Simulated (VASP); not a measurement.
# AlRu (Pm-3m) in VASP: further runs

Aim: see how the results for AlRu move with the level of theory and the settings. Levels: BLYP, PBE+U, PBE. Tasks: single point.

Program: VASP 6.6.1. These are calculated values, not measurements. Logs are shortened: lines on timing, memory, paths and dates and some standing lists are left out, and cuts for length are marked.

## (1) The cell of the first run

The structure is cubic, space group Pm-3m (No. 221). The conventional cell has a = 2.992 Å, b = 2.992 Å, c = 2.992 Å, α = 90.00°, β = 90.00°, γ = 90.00°. Al (site symmetry m-3m) has 8 Ru at 2.59 Å and 6 Al at 2.99 Å within 3.4 Å. Within 3.4 Å of Ru (site symmetry m-3m) lie 8 Al at 2.59 Å and 6 Ru at 2.99 Å.

## (2) Single point, BLYP, collinear spin, ferromagnetic start

INCAR reads:

```
SYSTEM = AlRu
PREC = Accurate
ENCUT = 500
EDIFF = 1E-6
ISMEAR = 1
SIGMA = 0.0051
LREAL = .False.
LASPH = .True.
NELM = 200
ALGO = Normal
ISIF = 2
LWAVE = .False.
LCHARG = .False.
ISPIN = 2
MAGMOM = 0 -5
LORBIT = 11
LMAXMIX = 4
GGA = B5
ALDAX = 1.0
AGGAX = 1.0
AGGAC = 1.0
ALDAC = 0.0
NBANDS = 20
GGA_COMPAT = .False.
```

KPOINTS reads:

```
regular mesh
0
Gamma
  4 4 4
  0 0 0
```

POSCAR reads:

```
AlRu
1.0
    2.9924041355      0.0000000000      0.0000000000
    0.0000000000      2.9924041355      0.0000000000
    0.0000000000      0.0000000000      2.9924041355
Al Ru
1 1
Direct
    0.0000000000      0.0000000000      0.0000000000
    0.5000000000      0.5000000000      0.5000000000
```

Potentials or basis: VASP PAW PBE potentials, release 64 (Al, Ru_pv).

Command:

```
$ cat potpaw_PBE.64/Al/POTCAR potpaw_PBE.64/Ru_pv/POTCAR > POTCAR
$ mpirun -np 1 vasp_std > vasp.out
```

OUTCAR:

```text
SYSTEM = AlRu
   PREC = Accurate
   ENCUT = 500
   EDIFF = 1E-6
   ISMEAR = 1
   LREAL = .False.
   LASPH = .True.
   NELM = 200
   ISIF = 2
   ISPIN = 2
   LORBIT = 11
   GGA = B5

 ion  position               nearest neighbor table
   1  0.000  0.000  0.000-   2 2.59   2 2.59   2 2.59   2 2.59   2 2.59   2 2.59   2 2.59   2 2.59

   2  0.500  0.500  0.500-   1 2.59   1 2.59   1 2.59   1 2.59   1 2.59   1 2.59   1 2.59   1 2.59

  LATTYP: Found a simple cubic cell.
 ALAT       =     2.9924041355

  Lattice vectors:

 A1 = (   2.9924041355,   0.0000000000,   0.0000000000)
 A2 = (   0.0000000000,   2.9924041355,   0.0000000000)
 A3 = (   0.0000000000,   0.0000000000,   2.9924041355)

Analysis of symmetry for initial positions (statically):
=====================================================================
 Subroutine PRICEL returns:
 Original cell was already a primitive cell.

 Routine SETGRP: Setting up the symmetry group for a
 simple cubic supercell.

 Subroutine GETGRP returns: Found 48 space group operations
 (whereof 48 operations were pure point group operations)
 out of a pool of 48 trial point group operations.

The static configuration has the point symmetry O_h .

Analysis of symmetry for dynamics (positions and initial velocities):
=====================================================================
 Subroutine PRICEL returns:
 Original cell was already a primitive cell.

 Routine SETGRP: Setting up the symmetry group for a
 simple cubic supercell.

 Subroutine GETGRP returns: Found 48 space group operations
 (whereof 48 operations were pure point group operations)
 out of a pool of 48 trial point group operations.

The dynamic configuration has the point symmetry O_h .

Analysis of structural, dynamic, and magnetic symmetry:
=====================================================================
 Subroutine PRICEL returns:
 Original cell was already a primitive cell.

 Routine SETGRP: Setting up the symmetry group for a
 simple cubic supercell.

 Subroutine GETGRP returns: Found 48 space group operations
 (whereof 48 operations were pure point group operations)
 out of a pool of 48 trial point group operations.

The overall configuration has the point symmetry O_h .

 Subroutine INISYM returns: Found 48 space group operations
 (whereof 48 operations are pure point group operations),
 and found     1 'primitive' translations

----------------------------------------------------------------------------------------

                                     Primitive cell

  volume of cell :      26.7954

  direct lattice vectors                    reciprocal lattice vectors
     2.992404136  0.000000000  0.000000000     0.334179461  0.000000000  0.000000000
     0.000000000  2.992404136  0.000000000     0.000000000  0.334179461  0.000000000
     0.000000000  0.000000000  2.992404136     0.000000000  0.000000000  0.334179461

  length of vectors
     2.992404136  2.992404136  2.992404136     0.334179461  0.334179461  0.334179461

  position of ions in fractional coordinates (direct lattice)
     0.000000000  0.000000000  0.000000000
     0.500000000  0.500000000  0.500000000

  ion indices of the primitive-cell ions
   primitive index   ion index
                 1           1
                 2           2

----------------------------------------------------------------------------------------

 KPOINTS: regular mesh

Automatic generation of k-mesh.
 Grid dimensions read from file:
 generate k-points for:    4    4    4

 Generating k-lattice:

  Cartesian coordinates                     Fractional coordinates (reciprocal lattice)
     0.083544865  0.000000000  0.000000000     0.250000000  0.000000000  0.000000000
     0.000000000  0.083544865  0.000000000     0.000000000  0.250000000  0.000000000
     0.000000000  0.000000000  0.083544865     0.000000000  0.000000000  0.250000000

  Length of vectors
     0.083544865  0.083544865  0.083544865

  Shift w.r.t. Gamma in fractional coordinates (k-lattice)
     0.000000000  0.000000000  0.000000000

 Subroutine IBZKPT returns following result:
 ===========================================

 Found     10 irreducible k-points:

 Following reciprocal coordinates:
            Coordinates               Weight
  0.000000  0.000000  0.000000      1.000000
  0.250000  0.000000  0.000000      6.000000
  0.500000  0.000000  0.000000      3.000000
  0.250000  0.250000  0.000000     12.000000
  0.500000  0.250000  0.000000     12.000000
  0.500000  0.500000  0.000000      3.000000
  0.250000  0.250000  0.250000      8.000000
  0.500000  0.250000  0.250000     12.000000
  0.500000  0.500000  0.250000      6.000000
  0.500000  0.500000  0.500000      1.000000
   k-points           NKPTS =     10   k-points in BZ     NKDIM =     10   number of bands    NBANDS=     20
   number of dos      NEDOS =    301   number of ions     NIONS =      2
   total plane-waves  NPLWV =  13824
   dimension x,y,z NGX =    24 NGY =   24 NGZ =   24
   dimension x,y,z NGXF=    48 NGYF=   48 NGZF=   48
   ions per type =               1   1
   NGX,Y,Z   is equivalent  to a cutoff of  13.33, 13.33, 13.33 a.u.
   NGXF,Y,Z  is equivalent  to a cutoff of  26.67, 26.67, 26.67 a.u.
 SYSTEM =  AlRu
   PREC   = accura    normal or accurate (medium, high low for compatibility)
   ISTART =      0    job   : 0-new  1-cont  2-samecut
   ICHARG =      2    charge: 1-file 2-atom 10-const
   ISPIN  =      2    spin polarized calculation?
   LNONCOLLINEAR =      F non collinear calculations
   LSORBIT =      F    spin-orbit coupling
   LASPH  =      T    aspherical Exc in radial PAW
   ENCUT  =  500.0 eV  36.75 Ry    6.06 a.u.   5.46  5.46  5.46*2*pi/ulx,y,z
   NELM   =    200;   NELMIN=  2; NELMDL= -5     # of ELM steps
   EDIFF  = 0.1E-05   stopping-criterion for ELM
   LREAL  =      F    real-space projection
   EDIFFG = 0.1E-04   stopping-criterion for IOM
   NSW    =      0    number of steps for IOM
   IBRION =     -1    ionic relax: 0-MD 1-quasi-New 2-CG
   NFREE  =      0    steps in history (QN), initial steepest desc. (CG)
   ISIF   =      2    stress and relaxation
   ISYM   =      2    0-nonsym 1-usesym 2-fastsym
   POTIM  = 0.5000    time-step for ionic-motion
   TEBEG  =    0.0;   TEEND  =   0.0 temperature during run
   PSTRESS=    0.0 pullay stress
   NELECT =      17.0000    total number of electrons
   NUPDOWN=      -1.0000    fix difference up-down
   EMIN   =  10.00;   EMAX   =-10.00  energy-range for DOS
   EFERMI =   0.00;   METHOD = LEGACY
   ISMEAR =     1;   SIGMA  =   0.01  broadening in eV -4-tet -1-fermi 0-gaus
   EFERMI_NEDOS =   21; number of points for ismear=-14 and -15
   IALGO  =     38    algorithm
   IMIX   =      4    mixing-type and parameters
     AMIX     =   0.40;   BMIX     =  1.00
     AMIX_MAG =   1.60;   BMIX_MAG =  1.00
  volume/ion in A,a.u.               =      13.40        90.41
  Fermi-wavevector in a.u.,A,eV,Ry     =   1.406709  2.658294 26.923614  1.978830
  Thomas-Fermi vector in A             =   2.529042
   LORBIT       =     11    0 simple, 1 ext, 2 COOP (PROOUT), +10 PAW based schemes
   GGA     = B5    functional components
   LHFCALC =     F    Hartree Fock is set to
   AEXX    =    0.0000 exact exchange contribution
   IVDW    =     0    specifies the selected vdW correction
   LEPSILON=     F    determine dielectric tensor
   LRPA    =     F    only Hartree local field effects (RPA)
 spin polarized calculation
 Methfessel and Paxton  Order N= 1 SIGMA  =   0.01
  energy-cutoff  :      500.00
  volume of cell :       26.80
 maximum number of plane-waves:       691
 NGX is ok and might be reduce to    24
   NGX = 11   NGY = 11   NGZ = 11

 number of electron      16.9999995 magnetization      -0.1419654

 number of electron      16.9999995 magnetization       0.0629673

 Free energy of the ion-electron system (eV)
  ---------------------------------------------------
  ext. energy  EPLUGINS =         0.00000000
  ---------------------------------------------------
  free energy    TOTEN  =       -12.19545521 eV

  energy without entropy =      -12.19539570  energy(sigma->0) =      -12.19543537

 E-fermi :  11.5727     XC(G=0): -11.9638

 val. band max:       11.5138357576   @ k =   0.2500   0.0000   0.0000
 cond. band min:      11.5737352698   @ k =   0.2500   0.0000   0.0000
 fundamental gap:      0.0598995122
 Fermi energy:        11.5727081223

 spin component 1

 k-point     1 :       0.0000    0.0000    0.0000
  band No.  band energies     occupation
      1     -30.3512      1.00000
      2     -30.3512      1.00000
      3     -30.3512      1.00000
      4       1.6602      1.00000
      5       7.7529      1.00000
      6       7.7529      1.00000
[... 12 lines left out ...]
     19      31.1550      0.00000
     20      32.8755      0.00000
[... 185 lines left out ...]
 k-point    10 :       0.5000    0.5000    0.5000
  band No.  band energies     occupation
      1     -30.5120      1.00000
      2     -30.5120      1.00000
      3     -30.5120      1.00000
      4       6.6441      1.00000
      5       6.6441      1.00000
      6       6.6441      1.00000
[... 12 lines left out ...]
     19      36.9842      0.00000
     20      38.4349      0.00000
 Fermi energy:        11.5727081223

 spin component 2

 k-point     1 :       0.0000    0.0000    0.0000
  band No.  band energies     occupation
      1     -30.3015      1.00000
      2     -30.3015      1.00000
      3     -30.3015      1.00000
      4       1.6611      1.00000
      5       7.7695      1.00000
      6       7.7695      1.00000
[... 12 lines left out ...]
     19      31.1594      0.00000
     20      32.8786      0.00000
[... 185 lines left out ...]
 k-point    10 :       0.5000    0.5000    0.5000
  band No.  band energies     occupation
      1     -30.4628      1.00000
      2     -30.4628      1.00000
      3     -30.4628      1.00000
      4       6.6736      1.00000
      5       6.6736      1.00000
      6       6.6736      1.00000
[... 12 lines left out ...]
     19      36.9746      0.00000
     20      38.4390      0.00000

------------------------ aborting loop because EDIFF is reached ----------------------------------------

  FORCE on cell =-STRESS in cart. coord.  units (eV):
  Direction    XX          YY          ZZ          XY          YZ          ZX
  --------------------------------------------------------------------------------------
  -------------------------------------------------------------------------------------
  Total        1.1985161      1.1985161      1.1985161     -0.0000000      0.0000000      0.0000000
  in kB       71.6627907     71.6627907     71.6627907     -0.0000000      0.0000000      0.0000000
  external PRESSURE =      71.6627907 kB  Pullay stress =       0.0000000 kB

 VOLUME and BASIS-vectors are now :
 -----------------------------------------------------------------------------
  energy-cutoff  :      500.00
  volume of cell :       26.80
      direct lattice vectors                 reciprocal lattice vectors
     2.992404136  0.000000000  0.000000000     0.334179461  0.000000000  0.000000000
     0.000000000  2.992404136  0.000000000     0.000000000  0.334179461  0.000000000
     0.000000000  0.000000000  2.992404136     0.000000000  0.000000000  0.334179461

 POSITION                                       TOTAL-FORCE (eV/Angst)
 -----------------------------------------------------------------------------------
      0.00000      0.00000      0.00000         0.000000      0.000000      0.000000
      1.49620      1.49620      1.49620         0.000000      0.000000      0.000000
 -----------------------------------------------------------------------------------
    total drift:                                0.000000     -0.000000     -0.000000

  FREE ENERGIE OF THE ION-ELECTRON SYSTEM (eV)
  ---------------------------------------------------
  free  energy   TOTEN  =       -12.1954552069 eV

  energy  without entropy=      -12.1953957028  energy(sigma->0) =      -12.19543537

 total charge

# of ion       s       p       d       tot
------------------------------------------
    1        0.389   0.413   0.000   0.802
    2        0.337   6.225   6.292  12.855
--------------------------------------------------
tot          0.726   6.639   6.292  13.656

 magnetization (x)

# of ion       s       p       d       tot
------------------------------------------
    1       -0.001  -0.001   0.000  -0.002
    2       -0.000  -0.000   0.066   0.066
--------------------------------------------------
tot         -0.001  -0.001   0.066   0.064
```

It took 41 s on 1 thread of Intel Xeon 8259CL, shared host; peak memory 0.14 GiB.

Results:

* Free energy: -12.1955 eV
* Pressure: 7.2 GPa
* Net moment: 0.06 μB per cell
* Site moments: Al -0.00; Ru +0.07 μB
* Valence electrons inside the program's atomic spheres: Al 0.80; Ru 12.86

Caveat: the k points lie up to 0.52 Å⁻¹ apart; the PAW data sets were made with another functional, which shifts forces and pressure a little.

## (3) Single point, PBE+U

This run uses another cell than the first one, of 13.27 Å³/atom.

INCAR reads:

```
SYSTEM = AlRu
ALGO = Normal
EDIFF = 1E-6
ENCUT = 500
GGA = PE
GGA_COMPAT = .FALSE.
ISIF = 2
ISMEAR = -4
LASPH = .TRUE.
LCHARG = .FALSE.
LDAU = .TRUE.
LDAUJ = 0 0.79
LDAUL = -1 2
LDAUPRINT = 1
LDAUTYPE = 1
LDAUU = 0 6.9
LMAXMIX = 4
LREAL = .FALSE.
LWAVE = .FALSE.
NBANDS = 16
NELM = 200
PREC = Accurate
SIGMA = 0.1
```

KPOINTS reads:

```
k-points
0
G
  6 6 6
  0 0 0
```

POSCAR reads:

```
AlRu
1.0
    2.9824954400      0.0000000000      0.0000000000
    0.0000000000      2.9824954400      0.0000000000
    0.0000000000      0.0000000000      2.9824954400
Al Ru
1 1
Direct
    0.7220000000      0.8480000000      0.5230000000
    1.2220000000      1.3480000000      1.0230000000
```

Potentials or basis: VASP PAW PBE potentials, release 64 (Al, Ru_pv).

Command:

```
$ cat potpaw_PBE.64/Al/POTCAR potpaw_PBE.64/Ru_pv/POTCAR > POTCAR
$ mpirun -np 1 vasp_std > vasp.out
```

OUTCAR:

```text
SYSTEM = AlRu
   EDIFF = 1E-6
   ENCUT = 500
   GGA = PE
   ISIF = 2
   ISMEAR = -4
   LASPH = .TRUE.
   LREAL = .FALSE.
   NELM = 200
   PREC = Accurate

 ion  position               nearest neighbor table
   1  0.722  0.848  0.523-   2 2.58   2 2.58   2 2.58   2 2.58   2 2.58   2 2.58   2 2.58   2 2.58

   2  0.222  0.348  0.023-   1 2.58   1 2.58   1 2.58   1 2.58   1 2.58   1 2.58   1 2.58   1 2.58

  LATTYP: Found a simple cubic cell.
 ALAT       =     2.9824954400

  Lattice vectors:

[... 602 lines left out ...]
------------------------ aborting loop because EDIFF is reached ----------------------------------------

  FORCE on cell =-STRESS in cart. coord.  units (eV):
  Direction    XX          YY          ZZ          XY          YZ          ZX
  --------------------------------------------------------------------------------------
  -------------------------------------------------------------------------------------
  Total        0.4698845      0.4698845      0.4698845      0.0000000     -0.0000000      0.0000000
  in kB       28.3767266     28.3767266     28.3767266      0.0000000     -0.0000000      0.0000000
  external PRESSURE =      28.3767266 kB  Pullay stress =       0.0000000 kB

 VOLUME and BASIS-vectors are now :
 -----------------------------------------------------------------------------
  energy-cutoff  :      500.00
  volume of cell :       26.53
      direct lattice vectors                 reciprocal lattice vectors
     2.982495440  0.000000000  0.000000000     0.335289700  0.000000000  0.000000000
     0.000000000  2.982495440  0.000000000     0.000000000  0.335289700  0.000000000
     0.000000000  0.000000000  2.982495440     0.000000000  0.000000000  0.335289700

 POSITION                                       TOTAL-FORCE (eV/Angst)
 -----------------------------------------------------------------------------------
      2.15336      2.52916      1.55985         0.000000      0.000000      0.000000
      0.66211      1.03791      0.06860         0.000000      0.000000      0.000000
 -----------------------------------------------------------------------------------
    total drift:                                0.000006      0.000011     -0.000017

  FREE ENERGIE OF THE ION-ELECTRON SYSTEM (eV)
  ---------------------------------------------------
  free  energy   TOTEN  =        -7.2585271399 eV

  energy  without entropy=       -7.2585271399  energy(sigma->0) =       -7.25852714
```

OSZICAR:

```text
N       E                     dE             d eps       ncg     rms          rms(c)
DAV:   1     0.122060253013E+03    0.12206E+03   -0.92911E+03   648   0.994E+02
DAV:   2    -0.554258087805E+01   -0.12760E+03   -0.12198E+03   712   0.294E+02
DAV:   3    -0.733080577711E+01   -0.17882E+01   -0.17825E+01   856   0.360E+01
DAV:   4    -0.734344771330E+01   -0.12642E-01   -0.12614E-01   784   0.318E+00
DAV:   5    -0.734362188624E+01   -0.17417E-03   -0.17411E-03   792   0.371E-01    0.120E+01
DAV:   6    -0.706772717803E+01    0.27589E+00   -0.13384E+00   704   0.127E+01    0.284E+00
DAV:   7    -0.709533506473E+01   -0.27608E-01   -0.11981E-01   696   0.382E+00    0.266E+00
DAV:   8    -0.720383307018E+01   -0.10850E+00   -0.84158E-02   736   0.193E+00    0.708E-01
DAV:   9    -0.723874508588E+01   -0.34912E-01   -0.18556E-02   736   0.953E-01    0.428E-01
DAV:  10    -0.725829070244E+01   -0.19546E-01   -0.44517E-02   656   0.129E+00    0.129E-01
DAV:  11    -0.725811266125E+01    0.17804E-03   -0.41041E-03   656   0.478E-01    0.743E-02
DAV:  12    -0.725832272408E+01   -0.21006E-03   -0.19644E-03   704   0.279E-01    0.495E-02
DAV:  13    -0.725851059025E+01   -0.18787E-03   -0.17911E-04   672   0.869E-02    0.136E-02
DAV:  14    -0.725852713617E+01   -0.16546E-04   -0.38884E-05   720   0.374E-02    0.230E-03
DAV:  15    -0.725852713992E+01   -0.37473E-08   -0.43737E-07   352   0.496E-03
   1 F= -.72585271E+01 E0= -.72585271E+01  d E =0.000000E+00
```

stdout:

```text
POSCAR found type information on POSCAR AlRu
 POSCAR found :  2 types and       2 ions
 scaLAPACK will be used
 LDA part: xc-table for (Slater+PW92), standard interpolation
 POSCAR, INCAR and KPOINTS ok, starting setup
 FFT: planning ... GRIDC
 FFT: planning ... GRID_SOFT
 FFT: planning ... GRID
 WAVECAR not read
 entering main loop
 -----------------------------------------------------------------------------
|                                                                             |
|           W    W    AA    RRRRR   N    N  II  N    N   GGGG   !!!           |
|           W    W   A  A   R    R  NN   N  II  NN   N  G    G  !!!           |
|           W    W  A    A  R    R  N N  N  II  N N  N  G       !!!           |
|           W WW W  AAAAAA  RRRRR   N  N N  II  N  N N  G  GGG   !            |
|           WW  WW  A    A  R   R   N   NN  II  N   NN  G    G                |
|           W    W  A    A  R    R  N    N  II  N    N   GGGG   !!!           |
|                                                                             |
|     Tetrahedron method does not include variations of the Fermi             |
|     occupations, so forces and stress will be inaccurate. We suggest        |
|     using a different smearing scheme ISMEAR = 1 or 2 for metals in         |
|     relaxations.                                                            |
|                                                                             |
 -----------------------------------------------------------------------------
```

It took 16 s on 1 thread of Intel Xeon 8259CL, shared host; peak memory 0.14 GiB.

What came out:

```yaml
Free_energy: -7.2585 eV
Pressure: 2.8 GPa
Band_gap_on_the_k_mesh: zero (an odd number of electrons rules out a gap without spin polarisation)
```

Eigenvalues of the final occupation matrices:
```
    site  spin  trace               eigenvalues
site 2 d     1   3.21  0.47 0.47 0.76 0.76 0.76
site 2 d     2   3.21  0.47 0.47 0.76 0.76 0.76
```

Caveat: U without spin polarisation on a metal has little footing; the U is typed as a test and isn't derived for this compound.

(Continued in part 2 of 2.)
